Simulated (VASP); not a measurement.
A run of VASP 6.6.1 is set up as follows.

File INCAR:

```
PREC = Accurate ; ENCUT = 520
EDIFF = 1E-6 ; ISMEAR = 0
SIGMA = 0.1 ; LREAL = False
LASPH = True ; NELM = 80
ALGO = Normal ; ISIF = 2
LWAVE = False ; LCHARG = False
GGA = PE ; NBANDS = 12
```

File KPOINTS:

```
regular mesh
0
Gamma
  8 8 8
```

The input POSCAR:

```
Li2B
1.0
   -1.1601176600      1.6527877500      3.4778200500
    1.1601176600     -1.6527877500      3.4778200500
    1.1601176600      1.6527877500     -3.4778200500
Li B
2 1
Direct
    0.3529999900      0.3529999900      0.0000000000
    0.6470000100      0.6470000100      0.0000000000
    0.0000000000      0.0000000000      0.0000000000
```

Potentials or basis: VASP PAW PBE potentials, release 64 (Li_sv, B).

Run with:

```bash
$ cat potpaw_PBE.64/Li_sv/POTCAR potpaw_PBE.64/B/POTCAR > POTCAR
$ mpirun -np 1 vasp_std > vasp.out
```

**Question.** Predict the largest force.

**Answer.** 0.589 eV/Å.

Forces in eV/Å, atoms in the order of the input:
```
Li   0.000  0.000 -0.589
Li   0.000  0.000  0.589
B    0.000  0.000  0.000
```

Caveat: the k points lie up to 0.41 Å⁻¹ apart.
